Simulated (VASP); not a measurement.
# LiH (Fm-3m) in VASP: a series of runs

Aim: see how the results for LiH move with the level of theory and the settings. Levels: PBE, LDA, PBEsol. Tasks: single point.

Everything below comes from runs of VASP 6.6.1. Logs are shortened: lines on timing, memory, paths and dates and some standing lists are left out, and cuts for length are marked.

### 1 The cell of the first run

The structure is cubic, space group Fm-3m (No. 225). The conventional cell has a = 4.017 Å, b = 4.017 Å, c = 4.017 Å, α = 90.00°, β = 90.00°, γ = 90.00°. Within 2.7 Å of Li (site symmetry m-3m) lie 6 H at 2.01 Å. Within 2.7 Å of H (site symmetry m-3m) lie 6 Li at 2.01 Å.

### 2 Single point, PBE

File INCAR:

```
PREC = Accurate
ENCUT = 520
EDIFF = 1E-6
ISMEAR = 0
SIGMA = 0.1
LREAL = F
LASPH = T
NELM = 60
ALGO = Normal
ISIF = 2
LWAVE = F
LCHARG = F
GGA = PE
NBANDS = 9
```

File KPOINTS:

```
Automatic mesh
0
Gamma
  4 4 4
```

File POSCAR:

```
LiH
1.0
    0.0000000000      2.0086193919      2.0086193919
    2.0086193919      0.0000000000      2.0086193919
    2.0086193919      2.0086193919      0.0000000000
Li H
1 1
Direct
    0.0000000000      0.0000000000      0.0000000000
    0.5000000000      0.5000000000      0.5000000000
```

Potentials or basis: VASP PAW PBE potentials, release 64 (Li_sv, H).

Started as:

```console
cat potpaw_PBE.64/Li_sv/POTCAR potpaw_PBE.64/H/POTCAR > POTCAR
mpirun -np 1 vasp_std > vasp.out
```

OUTCAR:

```text
PREC = Accurate
   ENCUT = 520
   EDIFF = 1E-6
   ISMEAR = 0
   LREAL = F
   LASPH = T
   NELM = 60
   ISIF = 2
   GGA = PE

 ion  position               nearest neighbor table
   1  0.000  0.000  0.000-
   2  0.500  0.500  0.500-

  LATTYP: Found a face centered cubic cell.
 ALAT       =     4.0172387838

  Lattice vectors:

 A1 = (   0.0000000000,   2.0086193919,   2.0086193919)
 A2 = (   2.0086193919,   0.0000000000,   2.0086193919)
 A3 = (   2.0086193919,   2.0086193919,   0.0000000000)

Analysis of symmetry for initial positions (statically):
=====================================================================
 Subroutine PRICEL returns:
 Original cell was already a primitive cell.

 Routine SETGRP: Setting up the symmetry group for a
 face centered cubic supercell.

 Subroutine GETGRP returns: Found 48 space group operations
 (whereof 48 operations were pure point group operations)
 out of a pool of 48 trial point group operations.

The static configuration has the point symmetry O_h .

Analysis of symmetry for dynamics (positions and initial velocities):
=====================================================================
 Subroutine PRICEL returns:
 Original cell was already a primitive cell.

 Routine SETGRP: Setting up the symmetry group for a
 face centered cubic supercell.

 Subroutine GETGRP returns: Found 48 space group operations
 (whereof 48 operations were pure point group operations)
 out of a pool of 48 trial point group operations.

The dynamic configuration has the point symmetry O_h .

 Subroutine INISYM returns: Found 48 space group operations
 (whereof 48 operations are pure point group operations),
 and found     1 'primitive' translations

----------------------------------------------------------------------------------------

                                     Primitive cell

  volume of cell :      16.2078

  direct lattice vectors                    reciprocal lattice vectors
     0.000000000  2.008619392  2.008619392    -0.248927199  0.248927199  0.248927199
     2.008619392  0.000000000  2.008619392     0.248927199 -0.248927199  0.248927199
     2.008619392  2.008619392  0.000000000     0.248927199  0.248927199 -0.248927199

  length of vectors
     2.840616786  2.840616786  2.840616786     0.431154557  0.431154557  0.431154557

  position of ions in fractional coordinates (direct lattice)
     0.000000000  0.000000000  0.000000000
     0.500000000  0.500000000  0.500000000

  ion indices of the primitive-cell ions
   primitive index   ion index
                 1           1
                 2           2

----------------------------------------------------------------------------------------

 KPOINTS: Automatic mesh

Automatic generation of k-mesh.
 Grid dimensions read from file:
 generate k-points for:    4    4    4

 Generating k-lattice:

  Cartesian coordinates                     Fractional coordinates (reciprocal lattice)
    -0.062231800  0.062231800  0.062231800     0.250000000  0.000000000  0.000000000
     0.062231800 -0.062231800  0.062231800     0.000000000  0.250000000  0.000000000
     0.062231800  0.062231800 -0.062231800     0.000000000  0.000000000  0.250000000

  Length of vectors
     0.107788639  0.107788639  0.107788639

  Shift w.r.t. Gamma in fractional coordinates (k-lattice)
     0.000000000  0.000000000  0.000000000

 Subroutine IBZKPT returns following result:
 ===========================================

 Found      8 irreducible k-points:

 Following reciprocal coordinates:
            Coordinates               Weight
  0.000000  0.000000  0.000000      1.000000
  0.250000  0.000000  0.000000      8.000000
  0.500000  0.000000  0.000000      4.000000
  0.250000  0.250000  0.000000      6.000000
  0.500000  0.250000  0.000000     24.000000
 -0.250000  0.250000  0.000000     12.000000
  0.500000  0.500000  0.000000      3.000000
 -0.250000  0.500000  0.250000      6.000000
   k-points           NKPTS =      8   k-points in BZ     NKDIM =      8   number of bands    NBANDS=      9
   number of dos      NEDOS =    301   number of ions     NIONS =      2
   total plane-waves  NPLWV =  13824
   dimension x,y,z NGX =    24 NGY =   24 NGZ =   24
   dimension x,y,z NGXF=    48 NGYF=   48 NGZF=   48
   ions per type =               1   1
   NGX,Y,Z   is equivalent  to a cutoff of  14.05, 14.05, 14.05 a.u.
   NGXF,Y,Z  is equivalent  to a cutoff of  28.09, 28.09, 28.09 a.u.
 SYSTEM =  unknown system
   PREC   = accura    normal or accurate (medium, high low for compatibility)
   ISTART =      0    job   : 0-new  1-cont  2-samecut
   ICHARG =      2    charge: 1-file 2-atom 10-const
   ISPIN  =      1    spin polarized calculation?
   LNONCOLLINEAR =      F non collinear calculations
   LSORBIT =      F    spin-orbit coupling
   LASPH  =      T    aspherical Exc in radial PAW
   ENCUT  =  520.0 eV  38.22 Ry    6.18 a.u.   5.28  5.28  5.28*2*pi/ulx,y,z
   NELM   =     60;   NELMIN=  2; NELMDL= -5     # of ELM steps
   EDIFF  = 0.1E-05   stopping-criterion for ELM
   LREAL  =      F    real-space projection
   EDIFFG = 0.1E-04   stopping-criterion for IOM
   NSW    =      0    number of steps for IOM
   IBRION =     -1    ionic relax: 0-MD 1-quasi-New 2-CG
   NFREE  =      0    steps in history (QN), initial steepest desc. (CG)
   ISIF   =      2    stress and relaxation
   ISYM   =      2    0-nonsym 1-usesym 2-fastsym
   POTIM  = 0.5000    time-step for ionic-motion
   TEBEG  =    0.0;   TEEND  =   0.0 temperature during run
   PSTRESS=    0.0 pullay stress
   NELECT =       4.0000    total number of electrons
   NUPDOWN=      -1.0000    fix difference up-down
   EMIN   =  10.00;   EMAX   =-10.00  energy-range for DOS
   EFERMI =   0.00;   METHOD = LEGACY
   ISMEAR =     0;   SIGMA  =   0.10  broadening in eV -4-tet -1-fermi 0-gaus
   EFERMI_NEDOS =   21; number of points for ismear=-14 and -15
   IALGO  =     38    algorithm
   IMIX   =      4    mixing-type and parameters
     AMIX     =   0.40;   BMIX     =  1.00
     AMIX_MAG =   1.60;   BMIX_MAG =  1.00
  volume/ion in A,a.u.               =       8.10        54.69
  Fermi-wavevector in a.u.,A,eV,Ry     =   1.026882  1.940525 14.347160  1.054486
  Thomas-Fermi vector in A             =   2.160798
   LORBIT       =      0    0 simple, 1 ext, 2 COOP (PROOUT), +10 PAW based schemes
   GGA     = PE    functional components
   LHFCALC =     F    Hartree Fock is set to
   AEXX    =    0.0000 exact exchange contribution
   IVDW    =     0    specifies the selected vdW correction
   LEPSILON=     F    determine dielectric tensor
   LRPA    =     F    only Hartree local field effects (RPA)
 non-spin polarized calculation
 Gauss-broadening in eV      SIGMA  =   0.10
  energy-cutoff  :      520.00
  volume of cell :       16.21
 maximum number of plane-waves:       444
 NGX is ok and might be reduce to    24
   NGX = 11   NGY = 11   NGZ = 11

 number of electron       3.9999995 magnetization

 Free energy of the ion-electron system (eV)
  ---------------------------------------------------
  ext. energy  EPLUGINS =         0.00000000
  ---------------------------------------------------
  free energy    TOTEN  =        -6.11281803 eV

  energy without entropy =       -6.11281803  energy(sigma->0) =       -6.11281803

 E-fermi :   0.5097     XC(G=0):  -8.4838

 val. band max:        0.0793960726   @ k =   0.5000   0.5000   0.0000
 cond. band min:       3.0515092917   @ k =   0.5000   0.5000   0.0000
 fundamental gap:      2.9721132191
 Fermi energy:         0.5097398759

 k-point     1 :       0.0000    0.0000    0.0000
  band No.  band energies     occupation
      1     -44.2462      2.00000
      2      -5.3349      2.00000
      3      16.0964      0.00000
      4      17.8871      0.00000
      5      17.8871      0.00000
      6      17.8871      0.00000
      7      22.5965      0.00000
      8      22.5965      0.00000
      9      22.5965      0.00000

 k-point     2 :       0.2500    0.0000    0.0000
  band No.  band energies     occupation
      1     -44.2238      2.00000
      2      -4.2729      2.00000
      3       9.7606      0.00000
      4      15.0784      0.00000
      5      16.6478      0.00000
      6      16.6478      0.00000
      7      22.1465      0.00000
      8      22.1465      0.00000
      9      23.5732      0.00000

 k-point     3 :       0.5000    0.0000    0.0000
  band No.  band energies     occupation
      1     -44.2011      2.00000
      2      -2.5344      2.00000
      3       4.9741      0.00000
      4      13.6831      0.00000
      5      16.5047      0.00000
      6      16.5047      0.00000
      7      19.0811      0.00000
      8      19.0811      0.00000
      9      27.2619      0.00000

 k-point     4 :       0.2500    0.2500    0.0000
  band No.  band energies     occupation
      1     -44.2165      2.00000
      2      -3.8080      2.00000
      3      10.4653      0.00000
      4      13.0565      0.00000
      5      13.0565      0.00000
      6      16.3276      0.00000
      7      17.7193      0.00000
      8      26.6452      0.00000
      9      29.7952      0.00000

 k-point     5 :       0.5000    0.2500    0.0000
  band No.  band energies     occupation
      1     -44.1943      2.00000
      2      -1.6422      2.00000
      3       5.5000      0.00000
      4       8.9721      0.00000
      5      12.5281      0.00000
      6      16.2833      0.00000
      7      21.5286      0.00000
      8      26.2971      0.00000
      9      28.1137      0.00000

 k-point     6 :      -0.2500    0.2500    0.0000
  band No.  band energies     occupation
      1     -44.2015      2.00000
      2      -2.5808      2.00000
      3       7.5993      0.00000
      4       8.3503      0.00000
      5      15.2754      0.00000
      6      15.8320      0.00000
      7      23.1629      0.00000
      8      25.5145      0.00000
      9      27.0463      0.00000

 k-point     7 :       0.5000    0.5000    0.0000
  band No.  band energies     occupation
      1     -44.1875      2.00000
      2       0.0794      2.00000
      3       3.0515      0.00000
      4      10.8481      0.00000
      5      10.8481      0.00000
      6      14.0081      0.00000
      7      17.2507      0.00000
      8      34.7000      0.00000
      9      34.7000      0.00000

 k-point     8 :      -0.2500    0.5000    0.2500
  band No.  band energies     occupation
      1     -44.1872      2.00000
      2      -0.1490      2.00000
      3       5.3285      0.00000
      4       5.3285      0.00000
      5      11.8187      0.00000
      6      17.6368      0.00000
      7      24.0961      0.00000
      8      24.0961      0.00000
      9      27.9461      0.00000

------------------------ aborting loop because EDIFF is reached ----------------------------------------

  FORCE on cell =-STRESS in cart. coord.  units (eV):
  Direction    XX          YY          ZZ          XY          YZ          ZX
  --------------------------------------------------------------------------------------
  -------------------------------------------------------------------------------------
  Total       -0.0186491     -0.0186491     -0.0186491     -0.0000000     -0.0000000      0.0000000
  in kB       -1.8435148     -1.8435148     -1.8435148     -0.0000000     -0.0000000      0.0000000
  external PRESSURE =      -1.8435148 kB  Pullay stress =       0.0000000 kB

 VOLUME and BASIS-vectors are now :
 -----------------------------------------------------------------------------
  energy-cutoff  :      520.00
  volume of cell :       16.21
      direct lattice vectors                 reciprocal lattice vectors
     0.000000000  2.008619392  2.008619392    -0.248927199  0.248927199  0.248927199
     2.008619392  0.000000000  2.008619392     0.248927199 -0.248927199  0.248927199
     2.008619392  2.008619392  0.000000000     0.248927199  0.248927199 -0.248927199

 POSITION                                       TOTAL-FORCE (eV/Angst)
 -----------------------------------------------------------------------------------
      0.00000      0.00000      0.00000        -0.000000      0.000000      0.000000
      2.00862      2.00862      2.00862         0.000000     -0.000000     -0.000000
 -----------------------------------------------------------------------------------
    total drift:                                0.000000     -0.000000     -0.000000

  FREE ENERGIE OF THE ION-ELECTRON SYSTEM (eV)
  ---------------------------------------------------
  free  energy   TOTEN  =        -6.1128180278 eV

  energy  without entropy=       -6.1128180278  energy(sigma->0) =       -6.11281803
```

It took 3.7 s on 1 thread of Intel Xeon Platinum 8375C at 2.90GHz (Ice Lake), shared host; peak memory 0.12 GiB.

Results:

```yaml
Free_energy: -6.1128 eV
Band_gap_on_the_k_mesh: 2.97 eV, direct
```

Caveat: the k points lie up to 0.68 Å⁻¹ apart; the cutoff is under 1.25 times the usual one of these potentials, so pressure, stress and relaxed cells hold a basis-set (Pulay) error. A k mesh can miss the band edges.

### 3 Single point, LDA

File INCAR:

```
ALGO = Normal ; EDIFF = 1E-6
ENCUT = 520 ; ISIF = 2
ISMEAR = -5 ; LASPH = T
LCHARG = T ; LELF = T
LREAL = F ; LVHAR = T
LWAVE = F ; NBANDS = 9
NELM = 100 ; PREC = Accurate
SIGMA = 0.1
```

File KPOINTS:

```
k-points
0
Gamma
  4 4 4
```

POSCAR is that of step 2.

Potentials or basis: VASP PAW LDA potentials, release 64 (Li_sv, H).

Started as:

```console
cat potpaw_LDA.64/Li_sv/POTCAR potpaw_LDA.64/H/POTCAR > POTCAR
mpirun -np 1 vasp_std > vasp.out
```

It took 2.6 s on 1 thread of Intel Xeon Platinum 8375C at 2.90GHz (Ice Lake), shared host; peak memory 0.12 GiB.

The run converged. Its results:

| Item | Value |
| --- | --- |
| Free energy | -6.4665 eV |
| Band gap on the k mesh | 2.59 eV, direct |

Levels at points of the mesh, in eV from the valence-band top:
| k point | band 1 | band 2 | band 3 | band 4 | band 5 | band 6 | band 7 |
| --- | --- | --- | --- | --- | --- | --- | --- |
| (0.00, 0.00, 0.00) | -43.51 | -5.54 | 16.05 | 17.32 | 17.32 | 17.32 | 22.14 |
| (0.50, 0.00, 0.00) | -43.46 | -2.75 | 4.60 | 13.46 | 15.89 | 15.89 | 18.72 |
| (0.50, 0.50, 0.00) | -43.44 | 0.00 | 2.59 | 10.34 | 10.34 | 13.60 | 16.88 |

Caveat: the k points lie up to 0.68 Å⁻¹ apart; the cutoff is under 1.25 times the usual one of these potentials, so pressure, stress and relaxed cells hold a basis-set (Pulay) error.

### 4 Single point, PBE

File INCAR:

```
SYSTEM = LiH
PREC     = Accurate       ! precision mode
ENCUT    = 520            ! plane-wave cutoff, eV
EDIFF    = 1E-7           ! SCF threshold, eV
ISMEAR   = 0              ! smearing method
SIGMA    = 0.1            ! smearing width, eV
LREAL    = .FALSE.        ! projectors in reciprocal space
LASPH    = .TRUE.         ! aspherical terms in the spheres
NELM     = 80             ! most SCF steps
ALGO     = Normal         ! electronic algorithm
ISIF     = 2              ! what is computed and relaxed
LWAVE    = .FALSE.        ! write WAVECAR
LCHARG   = .TRUE.         ! write CHGCAR
GGA      = PE             ! functional
LELF     = .TRUE.         ! ELF
LVHAR    = .TRUE.       
ISYM     = 0            
NBANDS   = 9              ! bands
```

File KPOINTS:

```
Automatic mesh
0
G
  2 5 2
  0 0 0
```

POSCAR is that of step 3.

Potentials or basis: VASP PAW PBE potentials, release 64 (Li_sv, H).

Started as:

```console
cat potpaw_PBE.64/Li_sv/POTCAR potpaw_PBE.64/H/POTCAR > POTCAR
mpirun -np 1 vasp_std > vasp.out
```

It took 4.3 s on 1 thread of Intel Xeon Platinum 8375C at 2.90GHz (Ice Lake), shared host; peak memory 0.12 GiB.

The run converged, but its numbers aren't listed here, since they failed a check.

Caveat: the k points lie up to 1.35 Å⁻¹ apart; the cutoff is under 1.25 times the usual one of these potentials, so pressure, stress and relaxed cells hold a basis-set (Pulay) error.

### 5 Single point, PBE, collinear spin, zero start

File INCAR:

```
SYSTEM = LiH
PREC     = Accurate       ! precision mode
ENCUT    = 520            ! plane-wave cutoff, eV
EDIFF    = 1E-7           ! SCF threshold, eV
ISMEAR   = 0              ! smearing method
SIGMA    = 0.1            ! smearing width, eV
LREAL    = .FALSE.        ! projectors in reciprocal space
LASPH    = .TRUE.         ! aspherical terms in the spheres
NELM     = 150            ! most SCF steps
ALGO     = Normal         ! electronic algorithm
ISIF     = 2              ! what is computed and relaxed
LWAVE    = .FALSE.        ! write WAVECAR
LCHARG   = .FALSE.        ! write CHGCAR
ISPIN    = 2              ! spin polarisation
MAGMOM   = 0 0            ! initial moments
LORBIT   = 11             ! projections on sites
GGA      = PE             ! functional
ISYM     = 0            
NBANDS   = 13             ! bands
```

File KPOINTS:

```
regular mesh
0
G
  1 2 5
  0 0 0
```

POSCAR is that of step 4.

Started as:

```console
cat potpaw_PBE.64/Li_sv/POTCAR potpaw_PBE.64/H/POTCAR > POTCAR
mpirun -np 1 vasp_std > vasp.out
```

It took 7.5 s on 1 thread of Intel Xeon Platinum 8375C at 2.90GHz (Ice Lake), shared host; peak memory 0.13 GiB.

Results (log left out):

```yaml
Free_energy: -7.2263 eV
Band_gap_on_the_k_mesh: 4.39 eV, direct
Net_moment: 0.00 μB per cell
Valence_electrons_inside_the_program's_atomic_spheres: Li 2.08; H 0.53
```

Levels at points of the mesh, in eV from the valence-band top:
Spin up:
```tsv
k point	band 1	band 2	band 3	band 4	band 5	band 6	band 7
(0.00, 0.00, 0.00)	-43.54	-4.84	16.51	18.42	18.46	18.49	23.13
(0.00, 0.50, 0.00)	-43.49	-2.10	5.60	14.10	17.05	17.12	19.65
```
Spin down:
```csv
k point,band 1,band 2,band 3,band 4,band 5,band 6
"(0.00, 0.00, 0.00)",-43.54,-4.84,16.51,18.42,18.46,18.49
"(0.00, 0.50, 0.00)",-43.49,-2.10,5.60,14.10,17.05,17.12
```

Caveat: the k points lie up to 2.71 Å⁻¹ apart; the cutoff is under 1.25 times the usual one of these potentials, so pressure, stress and relaxed cells hold a basis-set (Pulay) error. A k mesh can miss the band edges.

(Continued in part 2 of 2.)
